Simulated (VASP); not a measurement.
# Ta (Im-3m) in VASP: further runs, part 2 of 2

VASP 6.6.1.

### 3 Single point, RPBE+D4

This run uses another cell than the first one, of 18.14 Å³/atom, 1.007 times its volume.

The input, INCAR:

```
SYSTEM = Ta
PREC = Accurate
ENCUT = 500
EDIFF = 1E-6
ISMEAR = -1
SIGMA = 0.05
LREAL = .False.
LASPH = .True.
NELM = 120
ALGO = Normal
ISIF = 2
LWAVE = .False.
LCHARG = .False.
GGA = RP
IVDW = 13
NBANDS = 12
GGA_COMPAT = .False.
```

The input, KPOINTS:

```
Automatic mesh
0
Gamma
  11 11 11
  0 0 0
```

The input, POSCAR:

```
Ta
1.0
   -1.6553477800      1.6553477800      1.6553477800
    1.6553477800     -1.6553477800      1.6553477800
    1.6553477800      1.6553477800     -1.6553477800
Ta
1
Direct
    0.0000000000      0.0000000000      0.0000000000
```

Potentials or basis: VASP PAW PBE potentials, release 64 (Ta_pv).

On the command line:

```bash
$ cat potpaw_PBE.64/Ta_pv/POTCAR > POTCAR
$ mpirun -np 1 vasp_std > vasp.out
```

OUTCAR:

```text
SYSTEM = Ta
   PREC = Accurate
   ENCUT = 500
   EDIFF = 1E-6
   ISMEAR = -1
   LREAL = .False.
   LASPH = .True.
   NELM = 120
   ISIF = 2
   GGA = RP
   IVDW = 13

 ion  position               nearest neighbor table
   1  0.000  0.000  0.000-

  LATTYP: Found a body centered cubic cell.
 ALAT       =     3.3106955600

  Lattice vectors:

 A1 = (  -1.6553477800,   1.6553477800,   1.6553477800)
 A2 = (   1.6553477800,  -1.6553477800,   1.6553477800)
 A3 = (   1.6553477800,   1.6553477800,  -1.6553477800)

Analysis of symmetry for initial positions (statically):
=====================================================================
 Subroutine PRICEL returns:
 Original cell was already a primitive cell.

 Routine SETGRP: Setting up the symmetry group for a
 body centered cubic supercell.

 Subroutine GETGRP returns: Found 48 space group operations
 (whereof 48 operations were pure point group operations)
 out of a pool of 48 trial point group operations.

The static configuration has the point symmetry O_h .

[... 166 lines left out ...]
  band No.  band energies     occupation
      1     -27.6115      2.00000
      2     -27.6115      2.00000
      3     -27.6115      2.00000
      4      -2.3708      2.00000
      5       6.2707      0.00000
      6       6.2707      0.00000
      7       6.2707      0.00000
      8       9.5220      0.00000
      9       9.5220      0.00000
     10      20.4559      0.00000
     11      20.4559      0.00000
     12      20.4559      0.00000
[... 331 lines left out ...]
 k-point    24 :       0.3636    0.1818    0.0909
  band No.  band energies     occupation
      1     -28.5514      2.00000
      2     -28.1301      2.00000
      3     -27.7981      2.00000
      4       2.7117      2.00000
      5       3.9549      2.00000
      6       5.5118      0.98546
      7       9.9411      0.00000
      8      10.5092      0.00000
      9      14.5706      0.00000
     10      15.5454      0.00000
     11      18.8228      0.00000
     12      20.2542      0.00000

 [... further k-points ...]

------------------------ aborting loop because EDIFF is reached ----------------------------------------

  DFT-D4 for vdW energy calculation

  Edisp (eV):   -0.51495

  FORCE on cell =-STRESS in cart. coord.  units (eV):
  Direction    XX          YY          ZZ          XY          YZ          ZX
  --------------------------------------------------------------------------------------
  -------------------------------------------------------------------------------------
  Total       0.00486     0.00486     0.00486    -0.00000    -0.00000     0.00000
  in kB       0.42901     0.42901     0.42901    -0.00000    -0.00000     0.00000
  external pressure =        0.43 kB  Pullay stress =        0.00 kB

 VOLUME and BASIS-vectors are now :
 -----------------------------------------------------------------------------
  energy-cutoff  :      500.00
  volume of cell :       18.14
      direct lattice vectors                 reciprocal lattice vectors
    -1.655347780  1.655347780  1.655347780     0.000000000  0.302051331  0.302051331
     1.655347780 -1.655347780  1.655347780     0.302051331  0.000000000  0.302051331
     1.655347780  1.655347780 -1.655347780     0.302051331  0.302051331  0.000000000

 POSITION                                       TOTAL-FORCE (eV/Angst)
 -----------------------------------------------------------------------------------
      0.00000      0.00000      0.00000         0.000000     -0.000000      0.000000
 -----------------------------------------------------------------------------------
    total drift:                               -0.000000      0.000000      0.000000

  FREE ENERGIE OF THE ION-ELECTRON SYSTEM (eV)
  ---------------------------------------------------
  free  energy   TOTEN  =       -11.8292927747 eV

  energy  without entropy=      -11.8201257430  energy(sigma->0) =      -11.82470926
```

OSZICAR:

```text
N       E                     dE             d eps       ncg     rms          rms(c)
DAV:   1     0.600240489516E+02    0.60024E+02   -0.62321E+03  1344   0.859E+02
DAV:   2    -0.107656204893E+02   -0.70790E+02   -0.68968E+02  1484   0.238E+02
DAV:   3    -0.117476189474E+02   -0.98200E+00   -0.97636E+00  1600   0.269E+01
DAV:   4    -0.117502308803E+02   -0.26119E-02   -0.26117E-02  1464   0.152E+00
DAV:   5    -0.117502391974E+02   -0.83171E-05   -0.83175E-05  1648   0.848E-02    0.131E+01
DAV:   6    -0.114165613929E+02    0.33368E+00   -0.27802E-01  1552   0.574E+00    0.644E+00
DAV:   7    -0.113144408868E+02    0.10212E+00   -0.25444E-01  1552   0.517E+00    0.395E-01
DAV:   8    -0.113143342306E+02    0.10666E-03   -0.10484E-02  1484   0.727E-01    0.126E-01
DAV:   9    -0.113143556041E+02   -0.21374E-04   -0.81031E-05  1584   0.102E-01    0.283E-02
DAV:  10    -0.113143464579E+02    0.91462E-05   -0.39201E-06  1468   0.218E-02    0.391E-03
DAV:  11    -0.113143466313E+02   -0.17346E-06   -0.36400E-07   840   0.668E-03
   1 F= -.11829293E+02 E0= -.11824709E+02  d E =-.916703E-02
```

stdout:

```text
POSCAR found type information on POSCAR Ta
 POSCAR found :  1 types and       1 ions
 scaLAPACK will be used
 -----------------------------------------------------------------------------
|                                                                             |
|                                                                             |
|     You enforced a specific xc type in the INCAR file but a different       |
|     I HOPE YOU KNOW WHAT YOU ARE DOING!                                     |
|                                                                             |
 -----------------------------------------------------------------------------

 LDA part: xc-table for (Slater+PW92), standard interpolation
 POSCAR, INCAR and KPOINTS ok, starting setup
 FFT: planning ... GRIDC
 FFT: planning ... GRID_SOFT
 FFT: planning ... GRID
 WAVECAR not read
 entering main loop
```

It took 3.7 s on 1 thread of Intel Xeon 6975P-C (Granite Rapids), shared host; peak memory 0.14 GiB.

Results:

| Property | Result |
| --- | --- |
| Free energy | -11.8293 eV |
| Pressure | 0.0 GPa |
| Dispersion energy per atom | -0.515 eV |

Levels at points of the mesh, in eV from the Fermi level:
```tsv
k point	band 3	band 4	band 5	band 6	band 7	band 8
(0.00, 0.00, 0.00)	-33.12	-7.88	0.76	0.76	0.76	4.01
```

Caveat: the PAW data sets were made with another functional, which shifts forces and pressure a little; spin-orbit coupling is left out, which moves the levels of the heavy elements; pairwise dispersion overbinds metals, which lowers pressure and volume.

### 4 Relaxation of cell and atoms, RPBE+D4

The input, INCAR:

```
PREC = Accurate
ENCUT = 500
EDIFF = 1E-7
ISMEAR = -1
SIGMA = 0.05
LREAL = F
LASPH = T
NELM = 120
ALGO = Normal
ISIF = 3
LWAVE = F
LCHARG = F
GGA = RP
IVDW = 13
IBRION = 2
NSW = 80
EDIFFG = -0.02
GGA_COMPAT = F
NELMIN = 4
```

The input, KPOINTS:

```
Automatic mesh
0
Gamma
  11 11 11
```

The input, POSCAR:

```
Ta
1.0
   -1.6512800000      1.6512800000      1.6512800000
    1.6512800000     -1.6512800000      1.6512800000
    1.6512800000      1.6512800000     -1.6512800000
Ta
1
Direct
    0.0000000000      0.0000000000      0.0000000000
```

Potentials or basis: VASP PAW PBE potentials, release 64 (Ta_pv).

On the command line:

```bash
$ cat potpaw_PBE.64/Ta_pv/POTCAR > POTCAR
$ mpirun -np 1 vasp_std > vasp.out
```

OUTCAR:

```text
PREC = Accurate
   ENCUT = 500
   EDIFF = 1E-7
   ISMEAR = -1
   LREAL = F
   LASPH = T
   NELM = 120
   ISIF = 3
   GGA = RP
   IVDW = 13
   IBRION = 2
   NSW = 80
   EDIFFG = -0.02
   NELMIN = 4

 ion  position               nearest neighbor table
   1  0.000  0.000  0.000-

  LATTYP: Found a body centered cubic cell.
 ALAT       =     3.3025600000

  Lattice vectors:

 A1 = (  -1.6512800000,   1.6512800000,   1.6512800000)
 A2 = (   1.6512800000,  -1.6512800000,   1.6512800000)
 A3 = (   1.6512800000,   1.6512800000,  -1.6512800000)

Analysis of symmetry for initial positions (statically):
=====================================================================
 Subroutine PRICEL returns:
 Original cell was already a primitive cell.

 Routine SETGRP: Setting up the symmetry group for a
 body centered cubic supercell.

 Subroutine GETGRP returns: Found 48 space group operations
 (whereof 48 operations were pure point group operations)
 out of a pool of 48 trial point group operations.

The static configuration has the point symmetry O_h .

Analysis of symmetry for dynamics (positions and initial velocities):
=====================================================================
 Subroutine PRICEL returns:
 Original cell was already a primitive cell.

 Routine SETGRP: Setting up the symmetry group for a
 body centered cubic supercell.

 Subroutine GETGRP returns: Found 48 space group operations
 (whereof 48 operations were pure point group operations)
 out of a pool of 48 trial point group operations.

The dynamic configuration has the point symmetry O_h .

 Subroutine INISYM returns: Found 48 space group operations
 (whereof 48 operations are pure point group operations),
 and found     1 'primitive' translations

----------------------------------------------------------------------------------------

                                     Primitive cell

  volume of cell :      18.0104

  direct lattice vectors                    reciprocal lattice vectors
    -1.651280000  1.651280000  1.651280000     0.000000000  0.302795407  0.302795407
     1.651280000 -1.651280000  1.651280000     0.302795407  0.000000000  0.302795407
     1.651280000  1.651280000 -1.651280000     0.302795407  0.302795407  0.000000000

  length of vectors
     2.860100858  2.860100858  2.860100858     0.428217371  0.428217371  0.428217371

[... 94 lines left out ...]
   EFERMI_NEDOS =   21; number of points for ismear=-14 and -15
   IALGO  =     38    algorithm
   IMIX   =      4    mixing-type and parameters
     AMIX     =   0.40;   BMIX     =  1.00
     AMIX_MAG =   1.60;   BMIX_MAG =  1.00
  volume/ion in A,a.u.               =      18.01       121.54
  Fermi-wavevector in a.u.,A,eV,Ry     =   1.388988  2.624806 26.249534  1.929286
  Thomas-Fermi vector in A             =   2.513061
   LORBIT       =      0    0 simple, 1 ext, 2 COOP (PROOUT), +10 PAW based schemes
   GGA     = RP    functional components
   LHFCALC =     F    Hartree Fock is set to
   AEXX    =    0.0000 exact exchange contribution
   IVDW    =    13    specifies the selected vdW correction
   LEPSILON=     F    determine dielectric tensor
   LRPA    =     F    only Hartree local field effects (RPA)
 conjugate gradient relaxation of ions
 non-spin polarized calculation
  energy-cutoff  :      500.00
  volume of cell :       18.01
 maximum number of plane-waves:       470
 NGX is ok and might be reduce to    24
   NGX = 11   NGY = 11   NGZ = 11

--------------------------------------- Ionic step        1  -------------------------------------------

 number of electron      11.0000002 magnetization

 Free energy of the ion-electron system (eV)
  ---------------------------------------------------
  ext. energy  EPLUGINS =         0.00000000
  ---------------------------------------------------
  free energy    TOTEN  =       -11.30978677 eV

  energy without entropy =      -11.30104780  energy(sigma->0) =      -11.30541728

------------------------ aborting loop because EDIFF is reached ----------------------------------------

  DFT-D4 for vdW energy calculation

  Edisp (eV):   -0.51878
[... 69 lines left out ...]
--------------------------------------- Ionic step        3  -------------------------------------------

 number of electron      11.0000001 magnetization

 Free energy of the ion-electron system (eV)
  ---------------------------------------------------
  ext. energy  EPLUGINS =         0.00000000
  ---------------------------------------------------
  free energy    TOTEN  =       -11.31441977 eV

  energy without entropy =      -11.30523691  energy(sigma->0) =      -11.30982834

 E-fermi :   5.5080     XC(G=0): -12.5253

 val. band max:        5.4739465259   @ k =   0.1818   0.0000   0.0000
 cond. band min:       5.5090545136   @ k =   0.3636   0.1818   0.0909
 fundamental gap:      0.0351079877
 Fermi energy:         5.5080305980

 k-point     1 :       0.0000    0.0000    0.0000
  band No.  band energies     occupation
      1     -27.6150      2.00000
      2     -27.6150      2.00000
      3     -27.6150      2.00000
      4      -2.3720      2.00000
      5       6.2685      0.00000
      6       6.2685      0.00000
      7       6.2685      0.00000
      8       9.5187      0.00000
      9       9.5187      0.00000
[... 265 lines left out ...]
 k-point    24 :       0.3636    0.1818    0.0909
  band No.  band energies     occupation
      1     -28.5540      2.00000
      2     -28.1331      2.00000
      3     -27.8014      2.00000
      4       2.7101      2.00000
      5       3.9533      2.00000
      6       5.5091      0.98976
      7       9.9375      0.00000
      8      10.5054      0.00000
      9      14.5649      0.00000

 [... further k-points ...]

------------------------ aborting loop because EDIFF is reached ----------------------------------------

  DFT-D4 for vdW energy calculation

  Edisp (eV):   -0.51480
[... 24 lines left out ...]
  FREE ENERGIE OF THE ION-ELECTRON SYSTEM (eV)
  ---------------------------------------------------
  free  energy   TOTEN  =       -11.8292226173 eV

  energy  without entropy=      -11.8200397601  energy(sigma->0) =      -11.82463119

 reached required accuracy - stopping structural energy minimisation
```

It took 7.4 s on 1 thread of Intel Xeon 6975P-C (Granite Rapids), shared host; peak memory 0.14 GiB.

Results:

```yaml
Free_energy: -11.8292 eV
Relaxed_volume: 18.15 Å³/atom
Relaxed_cell: a = 2.867 Å, b = 2.867 Å, c = 2.867 Å, α = 109.47°, β = 109.47°, γ = 109.47°
Space_group_after_relaxing_to_0.05_Å: Im-3m (No. 229)
Energy_gained_by_relaxing: 0.7 meV/atom
Ionic_steps: 3
Pressure_after_relaxing: 0.0 GPa
Dispersion_energy_per_atom: -0.515 eV
```

Step by step:
| step | energy change (eV) | largest force (eV/Å) | pressure (GPa) | volume (Å³) |
| --- | --- | --- | --- | --- |
| 1 | 0.0000 | 0.0000 | 1.52 | 18.01 |
| 2 | 0.0025 | 0.0000 | -3.20 | 18.46 |
| 3 | -0.0007 | 0.0000 | 0.00 | 18.15 |

Final structure:
```xyz
1
Lattice="-1.6555 1.6555 1.6555 1.6555 -1.6555 1.6555 1.6555 1.6555 -1.6555" Properties=species:S:1:pos:R:3 pbc="T T T"
Ta    0.0000    0.0000    0.0000
```

Caveat: the PAW data sets were made with another functional, which shifts forces and pressure a little; spin-orbit coupling is left out, which moves the levels of the heavy elements; pairwise dispersion overbinds metals, which lowers pressure and volume. Zero-point motion and thermal expansion aren't in these numbers.

### 5 The runs side by side

```csv
task,level,potentials or basis,spin,cell,k mesh,second run,gap on the mesh (eV),pressure (GPa)
single point,LDA,"VASP PAW LDA potentials, release 64 (Ta_sv_GW)","non-collinear, zero start, SOC","a = 2.860 Å, angles 109.5°, 1 atom",8 × 8 × 8,valence_matched,-,-11.3
single point,RPBE+D4,"VASP PAW PBE potentials, release 64 (Ta_pv)",off,"a = 2.867 Å, angles 109.5°, 1 atom",11 × 11 × 11,-,none,0.0
relaxation of cell and atoms,RPBE+D4,"VASP PAW PBE potentials, release 64 (Ta_pv)",off,"relaxed from a = 2.860 Å, angles 109.5°, 1 atom",11 × 11 × 11,-,none,0.0
```

Alike in all rows: cutoff (eV) 500; smearing fermi-dirac 0.05 eV.

Caveats: the PAW data sets were made with another functional, which shifts forces and pressure a little (some runs); spin-orbit coupling is left out, which moves the levels of the heavy elements (some runs); pairwise dispersion overbinds metals, which lowers pressure and volume (some runs).

Total energies depend on the potentials used, so only differences within one code and one set of settings carry meaning.
